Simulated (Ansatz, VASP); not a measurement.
## Eu: VASP beside Ansatz

The input INCAR:

```
SYSTEM = Eu
PREC = Accurate ; ENCUT = 520
EDIFF = 1E-6 ; ISMEAR = 0
SIGMA = 0.1 ; LREAL = .FALSE.
LASPH = .TRUE. ; NELM = 150
ALGO = Normal ; ISIF = 2
LWAVE = .FALSE. ; LCHARG = .FALSE.
ISPIN = 2 ; MAGMOM = 7
LORBIT = 11 ; LMAXMIX = 6
LDAU = .TRUE. ; LDAUTYPE = 2
LDAUL = 3 ; LDAUU = 6
LDAUJ = 0 ; LDAUPRINT = 1
GGA = PE ; NBANDS = 18
```

File KPOINTS:

```
regular mesh
0
G
  6 6 6
  0 0 0
```

File POSCAR:

```
Eu
1.0
   -2.3050001490      2.3050001490      2.3050001490
    2.3050001490     -2.3050001490      2.3050001490
    2.3050001490      2.3050001490     -2.3050001490
Eu
1
Direct
    0.0000000000      0.0000000000      0.0000000000
```

Input for Ansatz:

```yaml
crystal:
  lattice:
    - [-2.305000149, 2.305000149, 2.305000149]
    - [2.305000149, -2.305000149, 2.305000149]
    - [2.305000149, 2.305000149, -2.305000149]
  atoms:
    - { symbol: Eu, position: [0.0, 0.0, 0.0], spin: 7.0 }
basis:
  ecutwfc: 420
kpoints:
  mp_grid: { grid: [6, 6, 6] }
hamiltonian:
  xc: pbe
  hubbard: { sites: [{ species: Eu, l: f, u_eff: 6.0 }] }
scf:
  occupations: { method: gaussian, width: 0.1 }
output:
  forces: true
  stress: true
  eigenvalues: true
  hubbard: { sites: [{ species: Eu, l: f }] }
  populations: true
magnetization:
  spin_polarized: true
```

Alike in both runs: task single point; functional PBE; k mesh 6 × 6 × 6; occupations gaussian, width 0.1 eV; collinear spin; Hubbard terms Eu f U = 6.0 eV.

```csv
,VASP,Ansatz
version,VASP 6.6.1,Ansatz 0.2.0
potentials or method,"VASP PAW PBE potentials, release 64 (Eu), cutoff 520 eV","scalar-relativistic, plane waves, PAW"
valence electrons in the cell,17,17
```

|  | VASP | Ansatz | Ansatz less VASP |
| --- | --- | --- | --- |
| gap on the k mesh at the Fermi level (eV) | none | none | - |
| pressure (GPa) | -0.3 | -0.5 | -0.18 |
| net moment per atom (μB) | 7.48 | 7.51 | +0.025 |
| size of the moment on the site where the two differ most (μB) | 6.84 | 7.21 | +0.375 |

Site moments also hang on the region over which each program counts them. The programs project onto different local orbitals, so the same U acts differently, and such runs can settle in different states. A gap of «none» marks a metal or a gap that the smearing closes. Ansatz's warnings: filled band counts differ across k points, stability check not made.

Spin-orbit coupling is off throughout.
